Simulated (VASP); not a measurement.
# Yb: single point with PBE

Yb:

```
CELL_PARAMETERS angstrom
0.00000 2.74310 2.74310
2.74310 0.00000 2.74310
2.74310 2.74310 0.00000
ATOMIC_POSITIONS crystal
Yb 0.00000 0.00000 0.00000
```

| Quantity | Value |
| --- | --- |
| Program | VASP 6.6.1 |
| Task | single point |
| Functional | PBE |
| Potentials or basis | VASP PAW PBE potentials, release 64 (Yb) |
| Cutoff | 520 eV |
| k mesh | 8 × 8 × 8 |
| Occupations | fermi-dirac, width 0.05 eV |
| Spin | non-collinear spin, typed start, spin-orbit coupling |
| Starting moments | [[1.0, 0.0, 0.0]] μB |

- Pressure: -7.5 GPa
- Net moment: 0.00 μB per cell
- Valence electrons inside the program's atomic spheres: Yb 22.14

Stress tensor (GPa, compression positive):
```
-7.91  0.00  0.00
 0.00 -7.36  0.00
 0.00  0.00 -7.36
```

Moments on the atoms (μB; x, y, z):
```
Yb  0.00 0.00 0.00
```

Wall time 36 min on 1 thread of Oxide Virtual Turin-like Processor, on a shared host, peak memory 0.38 GiB.

Caveat: the cell stands under tension. The state reached can hang on the start; a lower one may exist.
